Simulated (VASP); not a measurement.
# Si (Cm) in VASP: further runs

Si is run at these levels: LDA; tasks: single point.

Everything below comes from runs of VASP 6.6.1. Logs are shortened: lines on timing, memory, paths and dates and some standing lists are left out, and cuts for length are marked.

## Step 1: The cell of the first run

Symmetry: Cm, No. 8, monoclinic system. Conventional cell: a = 6.636 Å, b = 3.831 Å, c = 6.333 Å, α = 90.00°, β = 90.00°, γ = 90.00°. Within 2.7 Å of Si (site symmetry m) lie 4 Si at 2.07 to 2.51 Å. Within 3.1 Å of Si (site symmetry m) lie 4 Si at 2.35 to 2.37 Å. Si (site symmetry m) has 4 Si at 2.35 to 2.39 Å within 3.1 Å. Si (site symmetry m) has 4 Si at 2.07 to 2.51 Å within 2.7 Å.

## Step 2: Single point, LDA (atom 1 (Si) moved by (+0.300, +0.000) A along y and z)

INCAR

```
SYSTEM = Si
  PREC = Accurate
  ENCUT = 520
  EDIFF = 1E-6
  ISMEAR = 0
  SIGMA = 0.03
  LREAL = .FALSE.
  LASPH = .TRUE.
  NELM = 100
  ALGO = Normal
  ISIF = 2
  LWAVE = .FALSE.
  LCHARG = .FALSE.
  NBANDS = 16
```

KPOINTS

```
regular mesh
0
G
  12 12 6
  0 0 0
```

POSCAR

```
Si
1.0
    3.8313174605      0.0000000000      0.0000000000
   -1.9156587303      3.3180182508      0.0000000000
    0.0000000000      0.0000000000      6.3326220002
Si
4
Direct
    0.3785410413      0.7570820825      0.0630095000
    0.6666666667      0.3333333333      0.5630095000
    0.3333333333      0.6666666667      0.4369905000
    0.6666666667      0.3333333333      0.9369905000
```

Potentials or basis: VASP PAW LDA potentials, release 64 (Si).

Launch:

```bash
$ cat potpaw_LDA.64/Si/POTCAR > POTCAR
$ mpirun -np 1 vasp_std > vasp.out
```

OUTCAR:

```text
SYSTEM = Si
   PREC = Accurate
   ENCUT = 520
   EDIFF = 1E-6
   ISMEAR = 0
   LREAL = .FALSE.
   LASPH = .TRUE.
   NELM = 100
   ISIF = 2

 ion  position               nearest neighbor table
   1  0.379  0.757  0.063-   4 2.07   3 2.39   4 2.51   4 2.51
   2  0.667  0.333  0.563-   3 2.35   3 2.35   3 2.35   4 2.37
   3  0.333  0.667  0.437-   2 2.35   2 2.35   2 2.35   1 2.39
   4  0.667  0.333  0.937-   1 2.07   2 2.37   1 2.51   1 2.51

  LATTYP: Found a hexagonal cell.
 ALAT       =     3.8313174605
 C/A-ratio  =     1.6528575524

  Lattice vectors:

 A1 = (   3.8313174605,   0.0000000000,   0.0000000000)
 A2 = (  -1.9156587303,   3.3180182508,   0.0000000000)
 A3 = (   0.0000000000,   0.0000000000,   6.3326220002)

Analysis of symmetry for initial positions (statically):
=====================================================================
 Subroutine PRICEL returns:
 Original cell was already a primitive cell.

 Routine SETGRP: Setting up the symmetry group for a
 hexagonal supercell.

 Subroutine GETGRP returns: Found  2 space group operations
 (whereof  2 operations were pure point group operations)
 out of a pool of 24 trial point group operations.

The static configuration has the point symmetry C_1h.

Analysis of symmetry for dynamics (positions and initial velocities):
=====================================================================
 Subroutine PRICEL returns:
 Original cell was already a primitive cell.

 Routine SETGRP: Setting up the symmetry group for a
 hexagonal supercell.

 Subroutine GETGRP returns: Found  2 space group operations
 (whereof  2 operations were pure point group operations)
 out of a pool of 24 trial point group operations.

The dynamic configuration has the point symmetry C_1h.

 Subroutine INISYM returns: Found  2 space group operations
 (whereof  2 operations are pure point group operations),
 and found     1 'primitive' translations

----------------------------------------------------------------------------------------

                                     Primitive cell

  volume of cell :      80.5027

  direct lattice vectors                    reciprocal lattice vectors
     3.831317461  0.000000000  0.000000000     0.261006823  0.150692360  0.000000000
    -1.915658730  3.318018251  0.000000000     0.000000000  0.301384720  0.000000000
     0.000000000  0.000000000  6.332622000     0.000000000  0.000000000  0.157912473

  length of vectors
     3.831317461  3.831317461  6.332622000     0.301384720  0.301384720  0.157912473

  position of ions in fractional coordinates (direct lattice)
     0.378541041  0.757082082  0.063009500
     0.666666667  0.333333333  0.563009500
     0.333333333  0.666666667  0.436990500
     0.666666667  0.333333333  0.936990500

  ion indices of the primitive-cell ions
   primitive index   ion index
                 1           1
                 2           2
                 3           3
                 4           4

----------------------------------------------------------------------------------------

 KPOINTS: regular mesh

Automatic generation of k-mesh.
 Grid dimensions read from file:
 generate k-points for:   12   12    6

 Generating k-lattice:

  Cartesian coordinates                     Fractional coordinates (reciprocal lattice)
     0.021750569  0.012557697  0.000000000     0.083333333  0.000000000  0.000000000
     0.000000000  0.025115393  0.000000000     0.000000000  0.083333333  0.000000000
     0.000000000  0.000000000  0.026318745     0.000000000  0.000000000  0.166666667

  Length of vectors
     0.025115393  0.025115393  0.026318745

  Shift w.r.t. Gamma in fractional coordinates (k-lattice)
     0.000000000  0.000000000  0.000000000

 Subroutine IBZKPT returns following result:
 ===========================================

 Found    242 irreducible k-points:

 Following reciprocal coordinates:
            Coordinates               Weight
  0.000000  0.000000  0.000000      1.000000
  0.083333  0.000000  0.000000      4.000000
  0.000000  0.083333  0.000000      2.000000
  0.166667  0.000000  0.000000      4.000000
  0.000000  0.166667  0.000000      2.000000
  0.250000  0.000000  0.000000      4.000000
[... 16 lines left out ...]
 -0.083333  0.416667  0.000000      4.000000
 -0.416667  0.333333  0.000000      4.000000
 [... further k-points ...]
   k-points           NKPTS =    242   k-points in BZ     NKDIM =    242   number of bands    NBANDS=     16
   number of dos      NEDOS =    301   number of ions     NIONS =      4
   total plane-waves  NPLWV =  37632
   dimension x,y,z NGX =    28 NGY =   28 NGZ =   48
   dimension x,y,z NGXF=    56 NGYF=   56 NGZF=   96
   ions per type =               4
   NGX,Y,Z   is equivalent  to a cutoff of  12.15, 12.15, 12.60 a.u.
   NGXF,Y,Z  is equivalent  to a cutoff of  24.30, 24.30, 25.20 a.u.
 SYSTEM =  Si
   PREC   = accura    normal or accurate (medium, high low for compatibility)
   ISTART =      0    job   : 0-new  1-cont  2-samecut
   ICHARG =      2    charge: 1-file 2-atom 10-const
   ISPIN  =      1    spin polarized calculation?
   LNONCOLLINEAR =      F non collinear calculations
   LSORBIT =      F    spin-orbit coupling
   LASPH  =      T    aspherical Exc in radial PAW
   ENCUT  =  520.0 eV  38.22 Ry    6.18 a.u.   7.12  7.12 11.77*2*pi/ulx,y,z
   NELM   =    100;   NELMIN=  2; NELMDL= -5     # of ELM steps
   EDIFF  = 0.1E-05   stopping-criterion for ELM
   LREAL  =      F    real-space projection
   EDIFFG = 0.1E-04   stopping-criterion for IOM
   NSW    =      0    number of steps for IOM
   IBRION =     -1    ionic relax: 0-MD 1-quasi-New 2-CG
   NFREE  =      0    steps in history (QN), initial steepest desc. (CG)
   ISIF   =      2    stress and relaxation
   ISYM   =      2    0-nonsym 1-usesym 2-fastsym
   POTIM  = 0.5000    time-step for ionic-motion
   TEBEG  =    0.0;   TEEND  =   0.0 temperature during run
   PSTRESS=    0.0 pullay stress
   NELECT =      16.0000    total number of electrons
   NUPDOWN=      -1.0000    fix difference up-down
   EMIN   =  10.00;   EMAX   =-10.00  energy-range for DOS
   EFERMI =   0.00;   METHOD = LEGACY
   ISMEAR =     0;   SIGMA  =   0.03  broadening in eV -4-tet -1-fermi 0-gaus
   EFERMI_NEDOS =   21; number of points for ismear=-14 and -15
   IALGO  =     38    algorithm
   IMIX   =      4    mixing-type and parameters
     AMIX     =   0.40;   BMIX     =  1.00
     AMIX_MAG =   1.60;   BMIX_MAG =  1.00
  volume/ion in A,a.u.               =      20.13       135.81
  Fermi-wavevector in a.u.,A,eV,Ry     =   0.955384  1.805414 12.418837  0.912759
  Thomas-Fermi vector in A             =   2.084217
   LORBIT       =      0    0 simple, 1 ext, 2 COOP (PROOUT), +10 PAW based schemes
   GGA     = CA    functional components
   LHFCALC =     F    Hartree Fock is set to
   AEXX    =    0.0000 exact exchange contribution
   IVDW    =     0    specifies the selected vdW correction
   LEPSILON=     F    determine dielectric tensor
   LRPA    =     F    only Hartree local field effects (RPA)
 non-spin polarized calculation
 Gauss-broadening in eV      SIGMA  =   0.03
  energy-cutoff  :      520.00
  volume of cell :       80.50
 maximum number of plane-waves:      2208
   NGX = 15   NGY = 15   NGZ = 23

 number of electron      16.0000000 magnetization

 Free energy of the ion-electron system (eV)
  ---------------------------------------------------
  ext. energy  EPLUGINS =         0.00000000
  ---------------------------------------------------
  free energy    TOTEN  =       -23.10235311 eV

  energy without entropy =      -23.10213793  energy(sigma->0) =      -23.10224552

 E-fermi :   6.1148     XC(G=0):  -9.5862

 val. band max:        6.1084454391   @ k =   0.0833   0.0000   0.0000
 cond. band min:       6.1242437700   @ k =   0.4167   0.0000   0.1667
 fundamental gap:      0.0157983310
 Fermi energy:         6.1147568864

 k-point     1 :       0.0000    0.0000    0.0000
  band No.  band energies     occupation
      1      -6.2812      2.00000
      2      -4.0310      2.00000
      3      -1.2719      2.00000
      4       3.9164      2.00000
      5       4.7749      2.00000
      6       5.2692      2.00000
[... 8 lines left out ...]
     15      10.7569      0.00000
     16      11.7515      0.00000

 k-point     2 :       0.0833    0.0000    0.0000
  band No.  band energies     occupation
      1      -6.2026      2.00000
      2      -3.9520      2.00000
      3      -1.2260      2.00000
      4       3.5842      2.00000
      5       4.2208      2.00000
      6       5.0722      2.00000
[... 8 lines left out ...]
     15      10.9056      0.00000
     16      11.4824      0.00000

 k-point     3 :       0.0000    0.0833    0.0000
  band No.  band energies     occupation
      1      -6.1988      2.00000
      2      -3.9489      2.00000
      3      -1.2276      2.00000
      4       3.3285      2.00000
      5       4.5611      2.00000
      6       4.8254      2.00000
[... 8 lines left out ...]
     15      10.7145      0.00000
     16      11.2460      0.00000

 k-point     4 :       0.1667    0.0000    0.0000
  band No.  band energies     occupation
      1      -5.9697      2.00000
      2      -3.7179      2.00000
      3      -1.1125      2.00000
      4       2.5722      2.00000
      5       3.5719      2.00000
      6       4.3997      2.00000
[... 8 lines left out ...]
     15      11.1633      0.00000
     16      11.4921      0.00000

 k-point     5 :       0.0000    0.1667    0.0000
  band No.  band energies     occupation
      1      -5.9529      2.00000
      2      -3.7051      2.00000
      3      -1.1254      2.00000
      4       2.2403      2.00000
      5       3.7472      2.00000
      6       4.1169      2.00000
[... 8 lines left out ...]
     15      10.7629      0.00000
     16      11.4965      0.00000

 k-point     6 :       0.2500    0.0000    0.0000
  band No.  band energies     occupation
      1      -5.5929      2.00000
      2      -3.3391      2.00000
      3      -1.0402      2.00000
      4       1.5422      2.00000
      5       2.7197      2.00000
      6       3.6375      2.00000
[... 8 lines left out ...]
     15      11.9244      0.00000
     16      12.4679      0.00000
[... 267 lines left out ...]
 k-point    21 :      -0.3333    0.2500    0.0000
  band No.  band energies     occupation
      1      -5.3140      2.00000
      2      -3.0536      2.00000
      3      -1.0855      2.00000
      4       1.2465      2.00000
      5       2.2356      2.00000
      6       2.9478      2.00000
[... 8 lines left out ...]
     15      12.2955      0.00000
     16      12.4385      0.00000

 k-point    22 :       0.3333    0.0833    0.0000
  band No.  band energies     occupation
      1      -4.7564      2.00000
      2      -2.5290      2.00000
      3      -1.5723      2.00000
      4       0.9754      2.00000
      5       1.1300      2.00000
      6       2.6253      2.00000
[... 8 lines left out ...]
     15      12.5703      0.00000
     16      12.8191      0.00000

 k-point    23 :      -0.0833    0.4167    0.0000
  band No.  band energies     occupation
      1      -4.6166      2.00000
      2      -2.5690      2.00000
      3      -1.6900      2.00000
      4       0.6077      2.00000
      5       1.1737      2.00000
      6       2.7200      2.00000
[... 8 lines left out ...]
     15      12.1626      0.00000
     16      12.6738      0.00000

 k-point    24 :      -0.4167    0.3333    0.0000
  band No.  band energies     occupation
      1      -4.7913      2.00000
      2      -2.5243      2.00000
      3      -1.5334      2.00000
      4       0.9739      2.00000
      5       1.2595      2.00000
      6       2.6358      2.00000
[... 8 lines left out ...]
     15      12.5435      0.00000
     16      13.0609      0.00000

 [... further k-points ...]

------------------------ aborting loop because EDIFF is reached ----------------------------------------

  FORCE on cell =-STRESS in cart. coord.  units (eV):
  Direction    XX          YY          ZZ          XY          YZ          ZX
  --------------------------------------------------------------------------------------
  -------------------------------------------------------------------------------------
  Total       -2.6257735      3.5004412     -0.6975744     -0.0000000     -2.7780741      0.0000000
  in kB      -52.2585515     69.6663241    -13.8832330     -0.0000000    -55.2896620      0.0000000
  external PRESSURE =       1.1748465 kB  Pullay stress =       0.0000000 kB

 VOLUME and BASIS-vectors are now :
 -----------------------------------------------------------------------------
  energy-cutoff  :      520.00
  volume of cell :       80.50
      direct lattice vectors                 reciprocal lattice vectors
     3.831317461  0.000000000  0.000000000     0.261006823  0.150692360  0.000000000
    -1.915658730  3.318018251  0.000000000     0.000000000  0.301384720  0.000000000
     0.000000000  0.000000000  6.332622000     0.000000000  0.000000000  0.157912473

 POSITION                                       TOTAL-FORCE (eV/Angst)
 -----------------------------------------------------------------------------------
      0.00000      2.51201      0.39902         0.000000     -5.010999      1.134387
      1.91566      1.10601      3.56533         0.000000     -0.083994      0.005353
     -0.00000      2.21201      2.76730        -0.000000      0.265796     -0.102057
      1.91566      1.10601      5.93361        -0.000000      4.829197     -1.037682
 -----------------------------------------------------------------------------------
    total drift:                               -0.000000     -0.000030      0.000003

  FREE ENERGIE OF THE ION-ELECTRON SYSTEM (eV)
  ---------------------------------------------------
  free  energy   TOTEN  =       -23.1023531063 eV

  energy  without entropy=      -23.1021379268  energy(sigma->0) =      -23.10224552
```

Wall time 93 s (1 thread of AMD EPYC 9R45 (Zen 5), shared host); peak memory 0.29 GiB.

What came out:

```yaml
Free_energy: -23.1024 eV
Pressure: 0.1 GPa
Largest_force: 5.138 eV/Å
Band_gap_on_the_k_mesh: zero (bands 8 and 9 overlap by 0.68 eV)
```

Forces on the atoms (eV/Å):
```
Si   0.000 -5.011  1.134
Si   0.000 -0.084  0.005
Si   0.000  0.266 -0.102
Si   0.000  4.829 -1.038
```

Stress tensor (GPa, compression positive):
```
-5.23  0.00  0.00
 0.00  6.97 -5.53
 0.00 -5.53 -1.39
```

Caveat: the cell differs from its parent crystal (atom 1 (Si) moved by (+0.300, +0.000) A along y and z); semilocal functionals underestimate gaps, so a narrow gap can read as zero; forces of over 1 eV/Å act on the atoms, so gaps and moduli don't describe the material at rest.

## Step 3: Single point, LDA (atom 1 (Si) moved by (+0.300, +0.600) A along y and z)

INCAR

```
PREC     = Accurate       # precision mode
ENCUT    = 520            # plane-wave cutoff, eV
EDIFF    = 1E-7           # SCF threshold, eV
ISMEAR   = 0              # smearing method
SIGMA    = 0.03           # smearing width, eV
LREAL    = False          # projectors in reciprocal space
LASPH    = True           # aspherical terms in the spheres
NELM     = 100            # most SCF steps
ALGO     = Normal         # electronic algorithm
ISIF     = 2              # what is computed and relaxed
LWAVE    = False          # write WAVECAR
LCHARG   = False          # write CHGCAR
NBANDS   = 16             # bands
```

KPOINTS

```
regular mesh
0
Gamma
  12 12 6
```

Edit POSCAR of step 2 so:

```diff
@@ -8,3 +8,3 @@
 Direct
-    0.3785410413      0.7570820825      0.0630095000
+    0.3785410413      0.7570820825      0.1577569837
     0.6666666667      0.3333333333      0.5630095000
```

Potentials or basis: VASP PAW LDA potentials, release 64 (Si).

Launch:

```bash
$ cat potpaw_LDA.64/Si/POTCAR > POTCAR
$ mpirun -np 1 vasp_std > vasp.out
```

Run time: 1.9 min. Hardware: 1 thread of AMD EPYC 9R45 (Zen 5), shared host; peak memory 0.29 GiB.

It converged, with:

```yaml
Free_energy: -19.6850 eV
Pressure: 10.7 GPa
Largest_force: 16.688 eV/Å
Band_gap_on_the_k_mesh: zero (bands 8 and 9 overlap by 1.25 eV)
```

Forces on the atoms (eV/Å):
```
Si    0.000   1.309 -16.637
Si    0.000  -0.139   0.788
Si    0.000  -2.228  13.730
Si    0.000   1.057   2.118
```

Stress tensor (GPa, compression positive):
```
 -6.38   0.00   0.00
  0.00  -2.79 -10.15
  0.00 -10.15  41.37
```

Levels at points of the mesh, in eV from the Fermi level:
```tsv
k point	band 6	band 7	band 8	band 9	band 10	band 11
(0.00, 0.00, 0.00)	-1.92	0.66	0.66	0.86	1.46	1.77
(0.50, 0.00, 0.00)	-3.72	-3.54	-0.63	0.03	1.46	1.71
(0.00, 0.50, 0.00)	-4.01	-3.51	-0.29	0.21	1.62	1.97
(0.00, 0.00, 0.50)	-1.84	-0.28	0.34	0.90	2.06	2.28
(0.50, 0.00, 0.50)	-3.37	-2.53	-1.25	-0.26	0.54	1.12
(0.00, 0.50, 0.50)	-3.16	-2.46	-1.20	-0.49	0.40	1.12
```

Caveat: the cell differs from its parent crystal (atom 1 (Si) moved by (+0.300, +0.600) A along y and z); the cell stands under pressure; forces of over 1 eV/Å act on the atoms, so gaps and moduli don't describe the material at rest.

(Part 1 of 2 ends here.)
